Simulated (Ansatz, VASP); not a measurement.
TiGePd3: VASP beside Ansatz

Contents of INCAR:

```
PREC     = Accurate       # precision mode
ENCUT    = 600            # plane-wave cutoff, eV
EDIFF    = 1E-7           # SCF threshold, eV
ISMEAR   = 0              # smearing method
SIGMA    = 0.1            # smearing width, eV
LREAL    = F              # projectors in reciprocal space
LASPH    = T              # aspherical terms in the spheres
NELM     = 100            # most SCF steps
ALGO     = Normal         # electronic algorithm
ISIF     = 3              # what is computed and relaxed
LWAVE    = F              # write WAVECAR
LCHARG   = F              # write CHGCAR
GGA      = PE             # functional
IBRION   = 2              # ionic algorithm
NSW      = 90             # ionic steps
EDIFFG   = -0.04          # ionic threshold
```

KPOINTS

```
Automatic mesh
0
Gamma
  4 4 4
```

File POSCAR:

```
TiGePd3
1.0
    4.1847275200      0.0000000000      0.0000000000
    0.0000000000      4.1847275200      0.0000000000
    0.0000000000      0.0000000000      4.1847275200
Ti Ge Pd
1 1 3
Direct
    0.0000000000      0.0000000000      0.0000000000
    0.5000000000      0.5000000000      0.5000000000
    0.0000000000      0.5000000000      0.5000000000
    0.5000000000      0.0000000000      0.5000000000
    0.5000000000      0.5000000000      0.0000000000
```

Input for Ansatz:

```yaml
crystal:
  lattice:
    - [4.18472752, 0.0, 0.0]
    - [0.0, 4.18472752, 0.0]
    - [0.0, 0.0, 4.18472752]
  atoms:
    - { symbol: Ti, position: [0.0, 0.0, 0.0] }
    - { symbol: Ge, position: [0.5, 0.5, 0.5] }
    - { symbol: Pd, position: [0.0, 0.5, 0.5] }
    - { symbol: Pd, position: [0.5, 0.0, 0.5] }
    - { symbol: Pd, position: [0.5, 0.5, 0.0] }
basis:
  ecutwfc: 420
kpoints:
  mp_grid: { grid: [4, 4, 4] }
hamiltonian:
  xc: pbe
scf:
  occupations: { method: gaussian, width: 0.1 }
  lower_state_search: "off"
output:
  forces: true
  stress: true
  eigenvalues: true
relax:
  adjacent_minimum: "off"
  f_tol: 0.04
  max_steps: 70
  cell: { stress_tol: 0.4 }
```

Change from the starting cell: species swapped into the ScRu3C type (Pm-3m, No. 221).

Alike in both runs: task relaxation of cell and atoms; functional PBE; k mesh 4 × 4 × 4; occupations gaussian, width 0.1 eV; no spin polarisation.

```csv
,VASP,Ansatz
version,VASP 6.6.1,Ansatz 0.2.0
potentials or method,"VASP PAW PBE potentials, release 64 (Ti_sv, Ge_d, Pd), cutoff 600 eV","scalar-relativistic, plane waves, PAW"
valence electrons in the cell,56,80
```

Ansatz gave:

```
gap on the k mesh at the Fermi level, each at its own relaxed structure (eV) : none
relaxed volume (Å³/atom)                                                     : 19.32
relaxed cell length with the largest relative difference (Å)                 : 4.588
```

Task: What did VASP give for the same quantities?

Result: gap on the k mesh at the Fermi level, each at its own relaxed structure (eV): none; relaxed volume (Å³/atom): 19.40; relaxed cell length with the largest relative difference (Å): 4.595.

A gap of «none» marks a metal or a gap that the smearing closes. VASP's potentials hold 56 valence electrons a cell and Ansatz's 80, so a difference there can come from the potentials and not from the codes.

The k mesh is coarse, so the values compare programs but aren't converged. Noted on VASP's run: the volume moved by over 15 % at a fixed basis, so the end points are rough.
